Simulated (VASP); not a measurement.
Si2P:

```xyz
6
Lattice="4.8264 0.0000 0.0000 -2.4132 4.1798 0.0000 0.0000 0.0000 6.0781" Properties=species:S:1:pos:R:3 pbc="T T T"
Si    0.0000    0.0000    0.0000
Si    0.0000    0.0000    3.0390
Si    0.0000    2.7865    4.5585
Si    2.4132    1.3933    1.5195
P     0.0000    2.7865    1.5195
P     2.4132    1.3933    4.5585
```

```yaml
Program: VASP 6.6.1
Task: relaxation of cell and atoms
Functional: PBE
Potentials_or_basis: VASP PAW PBE potentials, release 64 (Si, P)
Cutoff: 600 eV
k_mesh: 6 × 6 × 4
Occupations: gaussian, width 0.1 eV
Spin: no spin polarisation
```

At the start: pressure -14.0 GPa; volume 20.44 Å³/atom.

Q: Where does the relaxation end?

A: Over 9 steps the energy falls by 367.7 meV/atom and the volume is 14.46 Å³/atom (-29.2 %); space group P6_3/mmc (No. 194, to 0.05 Å).

Step by step:
| step | energy change (eV) | largest force (eV/Å) | pressure (GPa) | volume (Å³) |
| --- | --- | --- | --- | --- |
| 1 | 0.0000 | 0.0000 | -13.98 | 122.62 |
| 2 | -1.9354 | 0.0000 | -4.82 | 93.61 |
| 3 | -2.0526 | 0.0000 | -0.18 | 87.48 |
| 4 | -2.0537 | 0.0000 | 0.43 | 86.83 |
| 5 | -2.1792 | 0.0000 | 1.77 | 85.18 |
| 6 | -2.1905 | 0.0000 | 2.35 | 84.67 |
| 7 | -2.2036 | 0.0000 | -0.75 | 87.46 |
| 8 | -2.2061 | 0.0000 | 0.09 | 86.65 |
| 9 | -2.2062 | 0.0000 | -0.05 | 86.77 |

Final structure:
```cif
data_structure
_symmetry_space_group_name_H-M 'P 1'
_symmetry_Int_Tables_number 1
_cell_length_a 4.4381
_cell_length_b 4.4381
_cell_length_c 5.0868
_cell_angle_alpha 90.000
_cell_angle_beta 90.000
_cell_angle_gamma 120.000
_cell_volume 86.77
loop_
_atom_site_label
_atom_site_type_symbol
_atom_site_fract_x
_atom_site_fract_y
_atom_site_fract_z
_atom_site_occupancy
Si1 Si 0.00000 0.00000 0.00000 1
Si2 Si 0.00000 0.00000 0.50000 1
Si3 Si 0.33333 0.66667 0.75000 1
Si4 Si 0.66667 0.33333 0.25000 1
P1 P 0.33333 0.66667 0.25000 1
P2 P 0.66667 0.33333 0.75000 1
```

Caveat: the volume moved by over 15 % at a fixed basis, so the end points are rough.
